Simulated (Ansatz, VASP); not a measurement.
**Zn: VASP beside Ansatz**

The input INCAR:

```
SYSTEM = Zn
AGGAC    = 1.0          
AGGAX    = 1.0          
ALDAC    = 0.0          
ALDAX    = 1.0          
ALGO     = Normal         ! electronic algorithm
EDIFF    = 1E-6           ! SCF threshold, eV
ENCUT    = 520            ! plane-wave cutoff, eV
GGA      = B5             ! functional
ISIF     = 2              ! what is computed and relaxed
ISMEAR   = -1             ! smearing method
LASPH    = .TRUE.         ! aspherical terms in the spheres
LCHARG   = .TRUE.         ! write CHGCAR
LELF     = .TRUE.         ! ELF
LREAL    = .FALSE.        ! projectors in reciprocal space
LVHAR    = .TRUE.       
LWAVE    = .FALSE.        ! write WAVECAR
NBANDS   = 12             ! bands
NELM     = 100            ! most SCF steps
PREC     = Accurate       ! precision mode
SIGMA    = 0.1            ! smearing width, eV
```

The input KPOINTS:

```
k-points
0
G
  13 13 13
  0 0 0
```

File POSCAR:

```
Zn
1.0
    2.7634825041      0.0000000000      0.0000000000
    0.0000000000      2.7634825041      0.0000000000
    0.0000000000      0.0000000000      2.7634825041
Zn
1
Direct
    0.0000000000      0.0000000000      0.0000000000
```

Input for Ansatz:

```yaml
crystal:
  lattice:
    - [2.7634825041, 0.0, 0.0]
    - [0.0, 2.7634825041, 0.0]
    - [0.0, 0.0, 2.7634825041]
  atoms:
    - { symbol: Zn, position: [0.0, 0.0, 0.0] }
hamiltonian:
  xc: blyp
  pseudopotentials:
    kind: paw
    azcp:
      Zn: "pseudopotentials/Zn.paw.azcp"
basis:
  ecutwfc: 420
  fft_grid_basis: typed
kpoints:
  mp_grid: { grid: [13, 13, 13], shift: [0, 0, 0] }
magnetization:
  spin_polarized: false
scf:
  occupations: { method: fermi_dirac, width: 0.1 }
  lower_state_search: "off"
output:
  stress: true
```

Alike in both runs: task single point; functional BLYP; k mesh 13 × 13 × 13; occupations fermi-dirac, width 0.1 eV; no spin polarisation.

|  | VASP | Ansatz |
| --- | --- | --- |
| version | VASP 6.6.1 | Ansatz 0.2.0 |
| potentials or method | VASP PAW PBE potentials, release 64 (Zn), cutoff 520 eV | plane waves (420 eV) with PAW, scalar-relativistic |
| valence electrons in the cell | 12 | 12 |

```tsv
	VASP	Ansatz	Ansatz less VASP
pressure (GPa)	-1.0	-1.0	-0.09
```

VASP's potentials were made for PBE, not for BLYP.
